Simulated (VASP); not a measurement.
A run of VASP 6.6.1:

Contents of POSCAR:

```
LiH
1.0
    0.0000000000      2.0029948777      2.0029948777
    2.0029948777      0.0000000000      2.0029948777
    2.0029948777      2.0029948777      0.0000000000
Li H
1 1
Direct
    0.0000000000      0.0000000000      0.0000000000
    0.5000000000      0.5000000000      0.5000000000
```

File INCAR.step1:

```
  PREC = Accurate
  ENCUT = 500
  EDIFF = 1E-8
  ISMEAR = 0
  SIGMA = 0.01
  LREAL = F
  LASPH = T
  NELM = 100
  ALGO = Normal
  LWAVE = T
  LCHARG = F
  GGA = PE
```

File INCAR.step2:

```
  PREC = Accurate
  ENCUT = 500
  EDIFF = 1E-8
  ISMEAR = 0
  SIGMA = 0.01
  LREAL = F
  LASPH = T
  NELM = 1
  ALGO = Exact
  LWAVE = T
  LCHARG = F
  GGA = PE
  NBANDS = 89
  LOPTICS = T
  ISTART = 1
```

INCAR.step3

```
  PREC = Accurate
  ENCUT = 500
  EDIFF = 1E-8
  ISMEAR = 0
  SIGMA = 0.01
  LREAL = F
  LASPH = T
  ALGO = EVGW0
  LWAVE = F
  LCHARG = F
  GGA = PE
  NELMGW = 1
  NBANDS = 89
  ENCUTGW = 180.0
  NOMEGA = 48
  PRECFOCK = Fast
  ISTART = 1
  NBANDSGW = 9
```

Contents of KPOINTS:

```
regular mesh
0
Gamma
  8 8 8
```

Potentials or basis: VASP PAW PBE potentials, release 64 (Li_GW, H_GW).

The run is started by

```sh
$ cat potpaw_PBE.64/Li_GW/POTCAR potpaw_PBE.64/H_GW/POTCAR > POTCAR
$ cp INCAR.step1 INCAR
$ mpirun -np 1 vasp_std > vasp.out
$ cp INCAR.step2 INCAR
$ mpirun -np 1 vasp_std > vasp.out
$ cp INCAR.step3 INCAR
$ mpirun -np 1 vasp_std > vasp.out
```

Hardware: 1 thread of AMD EPYC 9R45 96-Core Processor (Zen 5), with other jobs on the host.

Problem. How long does it take, and how much memory?

Solution. Wall time 13 min on 1 thread of AMD EPYC 9R45 96-Core Processor (Zen 5), on a shared host, peak memory 0.64 GiB. Counts: k points 29.
